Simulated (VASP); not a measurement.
Ti, 1 atom in the cell. It takes space group Im-3m (No. 229, cubic). The conventional cell has a = 3.280 Å, b = 3.280 Å, c = 3.280 Å, α = 90.00°, β = 90.00°, γ = 90.00°. Within 3.7 Å of Ti (site symmetry m-3m) lie 14 Ti at 2.84 to 3.28 Å. 

| Property | Result |
| --- | --- |
| Program | VASP 6.6.1 |
| Task | relaxation of cell and atoms |
| Functional | LDA |
| Potentials or basis | VASP PAW LDA potentials, release 64 (Ti_sv) |
| Cutoff | 600 eV |
| k mesh | 19 × 19 × 19 |
| Occupations | methfessel-paxton, width 0.05 eV |
| Spin | no spin polarisation |
| Target pressure | 20 GPa |
| Dipole correction | no |
| Further INCAR settings | ALGO = Normal; EDIFF = 1e-06; IBRION = 2; EDIFFG = -0.03; NSW = 80; ISIF = 3 |

Potentials or basis: VASP PAW LDA potentials, release 64 (Ti_sv).

Launch:

```sh
$ cat potpaw_LDA.64/Ti_sv/POTCAR > POTCAR
$ mpirun -np 1 vasp_std > vasp.out
```

Hardware: 1 thread of Intel(R) Xeon(R) Platinum 8488C (Sapphire Rapids), with other jobs on the host.

**Question.** Estimate the wall time of this run.

**Answer.** Wall time 72 s on 1 thread of Intel(R) Xeon(R) Platinum 8488C (Sapphire Rapids), on a shared host, peak memory 0.17 GiB. Counts: scf iterations 45, k points 220, ion steps 4.
